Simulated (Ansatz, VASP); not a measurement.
**One calculation of SiB5, two programs**

```
Si B
1.0
     2.94739   -3.33771    0.00000
     2.94739    3.33771    0.00000
     0.00000    0.00000    2.89204
Si B
1 5
Direct
  0.00000 0.00000 0.00000
  0.12943 0.37899 0.50000
  0.87057 0.62101 0.50000
  0.37899 0.12943 0.50000
  0.62101 0.87057 0.50000
  0.50000 0.50000 0.50000
```

Alike in both runs: functional PBE; k mesh 4 × 4 × 5; occupations gaussian, width 0.2 eV; no spin polarisation.

Ansatz relaxed the structure, and its values are those at the end. VASP's run is a single point on that final structure, the one shown.

```csv
,VASP,Ansatz
version,VASP 6.6.1,Ansatz 0.2.0
potentials or method,"VASP PAW PBE potentials, release 64 (Si, B), cutoff 500 eV","scalar-relativistic, plane waves, PAW"
valence electrons in the cell,19,19
```

VASP gave:

- gap on the k mesh at the Fermi level (eV): none
- pressure (GPa): 0.1
- rms of the force components (eV/Å): 0.013

Q: Which values does Ansatz return?

A: gap on the k mesh at the Fermi level (eV): none; pressure (GPa): 0.1; rms of the force components (eV/Å): 0.006.

A gap of «none» marks a metal or a gap that the smearing closes.

The k mesh is coarse, so the values compare programs but aren't converged.
